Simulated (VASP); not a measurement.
# Be3Te2Se (I-4m2) in VASP: a series of runs

Be3Te2Se is run at these levels: PBE; tasks: single point, relaxation of cell and atoms.

All numbers are computed with VASP 6.6.1; they aren't measurements. Logs are shortened: lines on timing, memory, paths and dates and some standing lists are left out, and cuts for length are marked.

### 1 The cell of the first run

The structure is tetragonal, space group I-4m2 (No. 119). Conventional cell: a = 3.926 Å, b = 3.926 Å, c = 16.349 Å, α = 90.00°, β = 90.00°, γ = 90.00°. Within 3.2 Å of Be (site symmetry -4m2) lie 4 Te at 2.43 Å. Within 3.1 Å of Be (site symmetry 2mm) lie 2 Se at 2.31 Å and 2 Te at 2.43 Å. Te (site symmetry 2mm) has 4 Be at 2.43 Å within 3.2 Å. Within 3.1 Å of Se (site symmetry -4m2) lie 4 Be at 2.31 Å.

### 2 Single point, PBE

INCAR

```
SYSTEM = Be3Te2Se
PREC = Accurate
ENCUT = 520
EDIFF = 1E-7
ISMEAR = 0
SIGMA = 0.15
LREAL = .False.
LASPH = .True.
NELM = 80
ALGO = Normal
ISIF = 2
LWAVE = .False.
LCHARG = .False.
GGA = PE
NBANDS = 21
```

KPOINTS

```
Automatic mesh
0
Gamma
  4 4 4
  0 0 0
```

POSCAR

```
Be3Te2Se
1.0
   -1.9631936634      1.9631936634      8.1744492287
    1.9631936634     -1.9631936634      8.1744492287
    1.9631936634      1.9631936634     -8.1744492287
Be Te Se
3 2 1
Direct
    0.7500000000      0.2500000000      0.5000000000
    0.0742254798      0.5742254798      0.5000000000
    0.4257745202      0.9257745202      0.5000000000
    0.6623149473      0.6623149473      0.0000000000
    0.3376850527      0.3376850527      0.0000000000
    0.0000000000      0.0000000000      0.0000000000
```

Potentials or basis: VASP PAW PBE potentials, release 64 (Be, Te, Se).

Run with:

```console
cat potpaw_PBE.64/Be/POTCAR potpaw_PBE.64/Te/POTCAR potpaw_PBE.64/Se/POTCAR > POTCAR
mpirun -np 1 vasp_std > vasp.out
```

OUTCAR:

```text
SYSTEM = Be3Te2Se
   PREC = Accurate
   ENCUT = 520
   EDIFF = 1E-7
   ISMEAR = 0
   LREAL = .False.
   LASPH = .True.
   NELM = 80
   ISIF = 2
   GGA = PE

 ion  position               nearest neighbor table
   1  0.750  0.250  0.500-   5 2.43   4 2.43   5 2.43   4 2.43
   2  0.074  0.574  0.500-   6 2.31   6 2.31   4 2.43   4 2.43
   3  0.426  0.926  0.500-   6 2.31   6 2.31   5 2.43   5 2.43
   4  0.662  0.662  0.000-   1 2.43   1 2.43   2 2.43   2 2.43
   5  0.338  0.338  0.000-   1 2.43   1 2.43   3 2.43   3 2.43
   6  0.000  0.000  0.000-   2 2.31   3 2.31   2 2.31   3 2.31

  LATTYP: Found a body centered tetragonal cell.
 ALAT       =     3.9263873268
 C/A-ratio  =     4.1638526963

  Lattice vectors:

 A1 = (  -1.9631936634,   1.9631936634,   8.1744492287)
 A2 = (   1.9631936634,  -1.9631936634,   8.1744492287)
 A3 = (   1.9631936634,   1.9631936634,  -8.1744492287)

Analysis of symmetry for initial positions (statically):
=====================================================================
 Subroutine PRICEL returns:
 Original cell was already a primitive cell.

 Routine SETGRP: Setting up the symmetry group for a
 body centered tetragonal supercell.

 Subroutine GETGRP returns: Found  8 space group operations
 (whereof  8 operations were pure point group operations)
 out of a pool of 16 trial point group operations.

The static configuration has the point symmetry D_2d.

Analysis of symmetry for dynamics (positions and initial velocities):
=====================================================================
 Subroutine PRICEL returns:
 Original cell was already a primitive cell.

 Routine SETGRP: Setting up the symmetry group for a
 body centered tetragonal supercell.

 Subroutine GETGRP returns: Found  8 space group operations
 (whereof  8 operations were pure point group operations)
 out of a pool of 16 trial point group operations.

The dynamic configuration has the point symmetry D_2d.

 Subroutine INISYM returns: Found  8 space group operations
 (whereof  8 operations are pure point group operations),
 and found     1 'primitive' translations

----------------------------------------------------------------------------------------

                                     Primitive cell

  volume of cell :     126.0215

  direct lattice vectors                    reciprocal lattice vectors
    -1.963193663  1.963193663  8.174449229     0.000000000  0.254687049  0.061166200
     1.963193663 -1.963193663  8.174449229     0.254687049  0.000000000  0.061166200
     1.963193663  1.963193663 -8.174449229     0.254687049  0.254687049  0.000000000

  length of vectors
     8.633068916  8.633068916  8.633068916     0.261928992  0.261928992  0.360181878

  position of ions in fractional coordinates (direct lattice)
     0.750000000  0.250000000  0.500000000
     0.074225480  0.574225480  0.500000000
     0.425774520  0.925774520  0.500000000
     0.662314947  0.662314947  0.000000000
     0.337685053  0.337685053  0.000000000
     0.000000000  0.000000000  0.000000000

  ion indices of the primitive-cell ions
   primitive index   ion index
                 1           1
                 2           2
                 3           3
                 4           4
                 5           5
                 6           6

----------------------------------------------------------------------------------------

 KPOINTS: Automatic mesh

Automatic generation of k-mesh.
 Grid dimensions read from file:
 generate k-points for:    4    4    4

 Generating k-lattice:

  Cartesian coordinates                     Fractional coordinates (reciprocal lattice)
     0.000000000  0.063671762  0.015291550     0.250000000  0.000000000  0.000000000
     0.063671762  0.000000000  0.015291550     0.000000000  0.250000000  0.000000000
     0.063671762  0.063671762  0.000000000     0.000000000  0.000000000  0.250000000

  Length of vectors
     0.065482248  0.065482248  0.090045470

  Shift w.r.t. Gamma in fractional coordinates (k-lattice)
     0.000000000  0.000000000  0.000000000

 Subroutine IBZKPT returns following result:
 ===========================================

 Found     13 irreducible k-points:

 Following reciprocal coordinates:
            Coordinates               Weight
  0.000000  0.000000  0.000000      1.000000
  0.250000  0.000000 -0.000000      8.000000
  0.500000  0.000000 -0.000000      4.000000
  0.250000  0.250000 -0.000000      8.000000
  0.500000  0.250000 -0.000000     16.000000
 -0.250000  0.250000  0.000000      4.000000
  0.500000  0.500000 -0.000000      2.000000
  0.250000  0.250000  0.250000      2.000000
 -0.250000  0.250000  0.250000      4.000000
  0.500000  0.500000  0.250000      4.000000
 -0.250000  0.500000  0.250000      8.000000
 -0.250000 -0.250000  0.250000      2.000000
  0.500000  0.500000  0.500000      1.000000
   k-points           NKPTS =     13   k-points in BZ     NKDIM =     13   number of bands    NBANDS=     21
   number of dos      NEDOS =    301   number of ions     NIONS =      6
   total plane-waves  NPLWV = 262144
   dimension x,y,z NGX =    64 NGY =   64 NGZ =   64
   dimension x,y,z NGXF=   128 NGYF=  128 NGZF=  128
   ions per type =               3   2   1
   NGX,Y,Z   is equivalent  to a cutoff of  12.32, 12.32, 12.32 a.u.
   NGXF,Y,Z  is equivalent  to a cutoff of  24.65, 24.65, 24.65 a.u.
 SYSTEM =  Be3Te2Se
   PREC   = accura    normal or accurate (medium, high low for compatibility)
   ISTART =      0    job   : 0-new  1-cont  2-samecut
   ICHARG =      2    charge: 1-file 2-atom 10-const
   ISPIN  =      1    spin polarized calculation?
   LNONCOLLINEAR =      F non collinear calculations
   LSORBIT =      F    spin-orbit coupling
   LASPH  =      T    aspherical Exc in radial PAW
   ENCUT  =  520.0 eV  38.22 Ry    6.18 a.u.  16.05 16.05 16.05*2*pi/ulx,y,z
   NELM   =     80;   NELMIN=  2; NELMDL= -5     # of ELM steps
   EDIFF  = 0.1E-06   stopping-criterion for ELM
   LREAL  =      F    real-space projection
   EDIFFG = 0.1E-05   stopping-criterion for IOM
   NSW    =      0    number of steps for IOM
   IBRION =     -1    ionic relax: 0-MD 1-quasi-New 2-CG
   NFREE  =      0    steps in history (QN), initial steepest desc. (CG)
   ISIF   =      2    stress and relaxation
   ISYM   =      2    0-nonsym 1-usesym 2-fastsym
   POTIM  = 0.5000    time-step for ionic-motion
   TEBEG  =    0.0;   TEEND  =   0.0 temperature during run
   PSTRESS=    0.0 pullay stress
   NELECT =      24.0000    total number of electrons
   NUPDOWN=      -1.0000    fix difference up-down
   EMIN   =  10.00;   EMAX   =-10.00  energy-range for DOS
   EFERMI =   0.00;   METHOD = LEGACY
   ISMEAR =     0;   SIGMA  =   0.15  broadening in eV -4-tet -1-fermi 0-gaus
   EFERMI_NEDOS =   21; number of points for ismear=-14 and -15
   IALGO  =     38    algorithm
   IMIX   =      4    mixing-type and parameters
     AMIX     =   0.40;   BMIX     =  1.00
     AMIX_MAG =   1.60;   BMIX_MAG =  1.00
  volume/ion in A,a.u.               =      21.00       141.74
  Fermi-wavevector in a.u.,A,eV,Ry     =   0.941883  1.779901 12.070323  0.887144
  Thomas-Fermi vector in A             =   2.069438
   LORBIT       =      0    0 simple, 1 ext, 2 COOP (PROOUT), +10 PAW based schemes
   GGA     = PE    functional components
   LHFCALC =     F    Hartree Fock is set to
   AEXX    =    0.0000 exact exchange contribution
   IVDW    =     0    specifies the selected vdW correction
   LEPSILON=     F    determine dielectric tensor
   LRPA    =     F    only Hartree local field effects (RPA)
 non-spin polarized calculation
 Gauss-broadening in eV      SIGMA  =   0.15
  energy-cutoff  :      520.00
  volume of cell :      126.02
 maximum number of plane-waves:      3454
   NGX = 33   NGY = 33   NGZ = 33

 number of electron      24.0000000 magnetization

 Free energy of the ion-electron system (eV)
  ---------------------------------------------------
  ext. energy  EPLUGINS =         0.00000000
  ---------------------------------------------------
  free energy    TOTEN  =       -23.84846017 eV

  energy without entropy =      -23.84846017  energy(sigma->0) =      -23.84846017

 E-fermi :   5.1623     XC(G=0):  -9.0788

 val. band max:        4.4745264788   @ k =   0.0000   0.0000   0.0000
 cond. band min:       6.4845150589   @ k =   0.5000   0.5000   0.5000
 fundamental gap:      2.0099885801
 Fermi energy:         5.1622523298

 k-point     1 :       0.0000    0.0000    0.0000
  band No.  band energies     occupation
      1      -8.8483      2.00000
      2      -7.0774      2.00000
      3      -6.4827      2.00000
      4       0.4014      2.00000
      5       0.6327      2.00000
      6       1.6469      2.00000
[... 13 lines left out ...]
     20       8.5769      0.00000
     21      12.3858      0.00000

 k-point     2 :       0.2500    0.0000   -0.0000
  band No.  band energies     occupation
      1      -8.6219      2.00000
      2      -6.8625      2.00000
      3      -6.2662      2.00000
      4      -0.4661      2.00000
      5      -0.0907      2.00000
      6       1.4784      2.00000
[... 13 lines left out ...]
     20      10.6485      0.00000
     21      10.7202      0.00000

 k-point     3 :       0.5000    0.0000   -0.0000
  band No.  band energies     occupation
      1      -8.3617      2.00000
      2      -6.3719      2.00000
      3      -6.3134      2.00000
      4      -1.0864      2.00000
      5      -0.4247      2.00000
      6      -0.2237      2.00000
[... 13 lines left out ...]
     20      10.0557      0.00000
     21      10.4355      0.00000
[... 193 lines left out ...]
 k-point    12 :      -0.2500   -0.2500    0.2500
  band No.  band energies     occupation
      1      -8.8305      2.00000
      2      -7.2261      2.00000
      3      -6.3199      2.00000
      4      -0.2370      2.00000
      5       1.5480      2.00000
      6       1.5684      2.00000
[... 13 lines left out ...]
     20       9.2790      0.00000
     21      11.2341      0.00000

 k-point    13 :       0.5000    0.5000    0.5000
  band No.  band energies     occupation
      1      -8.8117      2.00000
      2      -7.3375      2.00000
      3      -6.1945      2.00000
      4      -0.5182      2.00000
      5       1.5067      2.00000
      6       1.5067      2.00000
[... 13 lines left out ...]
     20       9.7968      0.00000
     21      10.1660      0.00000

------------------------ aborting loop because EDIFF is reached ----------------------------------------

  FORCE on cell =-STRESS in cart. coord.  units (eV):
  Direction    XX          YY          ZZ          XY          YZ          ZX
  --------------------------------------------------------------------------------------
  -------------------------------------------------------------------------------------
  Total       -0.1658546     -0.1658546      0.0596327      0.0000000     -0.0000000      0.0000000
  in kB       -2.1085960     -2.1085960      0.7581413      0.0000000     -0.0000000      0.0000000
  external PRESSURE =      -1.1530169 kB  Pullay stress =       0.0000000 kB

 VOLUME and BASIS-vectors are now :
 -----------------------------------------------------------------------------
  energy-cutoff  :      520.00
  volume of cell :      126.02
      direct lattice vectors                 reciprocal lattice vectors
    -1.963193663  1.963193663  8.174449229     0.000000000  0.254687049  0.061166200
     1.963193663 -1.963193663  8.174449229     0.254687049  0.000000000  0.061166200
     1.963193663  1.963193663 -8.174449229     0.254687049  0.254687049  0.000000000

 POSITION                                       TOTAL-FORCE (eV/Angst)
 -----------------------------------------------------------------------------------
      0.00000      1.96319      4.08722         0.000000     -0.000000     -0.000000
      1.96319      0.00000      1.21350        -0.000000      0.000000      0.036125
      1.96319     -0.00000      6.96094        -0.000000      0.000000     -0.036125
      0.00000      0.00000     10.82812         0.000000     -0.000000      0.011595
      0.00000      0.00000      5.52078         0.000000     -0.000000     -0.011595
      0.00000      0.00000      0.00000         0.000000     -0.000000     -0.000000
 -----------------------------------------------------------------------------------
    total drift:                                0.000000     -0.000000      0.000000

  FREE ENERGIE OF THE ION-ELECTRON SYSTEM (eV)
  ---------------------------------------------------
  free  energy   TOTEN  =       -23.8484601682 eV

  energy  without entropy=      -23.8484601682  energy(sigma->0) =      -23.84846017
```

Wall time 51 s (1 thread of Intel Xeon 6975P-C (Granite Rapids), shared host); peak memory 0.52 GiB.

Results:

- Free energy: -23.8485 eV
- Pressure: -0.1 GPa
- Largest force: 0.036 eV/Å
- Band gap on the k mesh: 2.01 eV, indirect (least direct gap 2.10 eV)

Forces on the atoms (eV/Å):
```
Be   0.000  0.000  0.000
Be   0.000  0.000  0.036
Be   0.000  0.000 -0.036
Te   0.000  0.000  0.012
Te   0.000  0.000 -0.012
Se   0.000  0.000  0.000
```

Stress tensor (GPa, compression positive):
```
-0.21  0.00  0.00
 0.00 -0.21  0.00
 0.00  0.00  0.08
```

Caveat: the k points lie up to 0.57 Å⁻¹ apart; spin-orbit coupling is left out, which moves the levels of the heavy elements. A k mesh can miss the band edges.

[end of part 1 of 2]
